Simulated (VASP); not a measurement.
Runs of VASP 6.6.1 on Ta. The structure is that of space group P6_3/mmc (No. 194), or close to it. The cells are those of the table. 

| cell | k mesh | gap on the mesh (eV) | pressure (GPa) |
| --- | --- | --- | --- |
| a = 2.933, b = 2.933, c = 9.972 Å, angles 90.0, 90.0, 120.0°, 4 atoms | 14 × 14 × 4 | none | 0.5 |
| a = 3.009, b = 3.009, c = 10.231 Å, angles 90.0, 90.0, 120.0°, 4 atoms | 14 × 14 × 4 | none | -13.0 |
| a = 2.933, b = 2.933, c = 9.972 Å, angles 90.0, 90.0, 120.0°, 4 atoms | 16 × 16 × 5 | none | 0.5 |
| a = 3.046, b = 3.046, c = 10.356 Å, angles 90.0, 90.0, 120.0°, 4 atoms | 14 × 14 × 4 | none | -18.0 |
| a = 2.972, b = 2.972, c = 10.103 Å, angles 90.0, 90.0, 120.0°, 4 atoms | 14 × 14 × 4 | none | (a) |

Alike in all rows: task single point; level r2SCAN; potentials or basis VASP PAW PBE potentials, release 64 (Ta_pv); no spin polarisation; cutoff (eV) 520; smearing fermi-dirac 0.1 eV.

Fill in the values left out.

(a) -6.9.

Caveats: the PAW data sets were made with another functional, which shifts forces and pressure a little; spin-orbit coupling is left out, which moves the levels of the heavy elements.

A k mesh can miss the band edges, and the runs leave out spin-orbit coupling on Ta.

A gap of «none» marks levels without a gap at the run's occupations.
